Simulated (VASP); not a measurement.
Wanted: the native input for a VASP 6.6.1 run.

```
Task                   : relaxation of cell and atoms
Functional             : PBEsol
Dispersion             : D3(BJ)
Potentials or basis    : VASP PAW PBE potentials, release 64 (In_d, As)
Cutoff                 : 600 eV
k mesh                 : 8 × 8 × 8
Occupations            : fermi-dirac, width 0.05 eV
Spin                   : no spin polarisation
Dipole correction      : no
Further INCAR settings : ALGO = Normal; EDIFF = 1e-07; IBRION = 2; EDIFFG = -0.01; NSW = 60; ISIF = 3
```

The structure of InAs lies in POSCAR:

```
InAs
1.0
    0.0000000000      2.8773040000      2.8773040000
    2.8773040000      0.0000000000      2.8773040000
    2.8773040000      2.8773040000      0.0000000000
In As
1 1
Direct
    0.5000000000      0.5000000000      0.5000000000
    0.0000000000      0.0000000000      0.0000000000
```

These files were run (other wordings do the same):

INCAR

```
SYSTEM = InAs
PREC = Accurate
ENCUT = 600
EDIFF = 1E-7
ISMEAR = -1
SIGMA = 0.05
LREAL = .FALSE.
LASPH = .TRUE.
NELM = 60
ALGO = Normal
ISIF = 3
LWAVE = .FALSE.
LCHARG = .FALSE.
GGA = PS
IVDW = 12
IBRION = 2
NSW = 60
EDIFFG = -0.01
```

KPOINTS

```
regular mesh
0
G
  8 8 8
  0 0 0
```

Potentials or basis: VASP PAW PBE potentials, release 64 (In_d, As).

Launch:

```console
$ cat potpaw_PBE.64/In_d/POTCAR potpaw_PBE.64/As/POTCAR > POTCAR
$ mpirun -np 1 vasp_std > vasp.out
```

It gave:

The relaxed volume is 21.79 Å³/atom. The relaxed cell is a = 3.950 Å, b = 3.950 Å, c = 3.950 Å, α = 60.00°, β = 60.00°, γ = 60.00°, the space group after relaxing (to 0.1 Å) is Fm-3m (No. 225) and the energy gained by relaxing is 39.2 meV/atom. The ionic steps are 3. The pressure after relaxing is 0.0 GPa. The band gap on the k mesh is zero (bands 9 and 10 overlap by 2.93 eV) and the dispersion energy per atom is -0.398 eV.

Caveat: the PAW data sets were made with another functional, which shifts forces and pressure a little; spin-orbit coupling is left out, which moves the levels of the heavy elements.

Wall time 79 s on 1 thread of Intel Xeon 8259CL (shared host), peak memory 0.23 GiB.
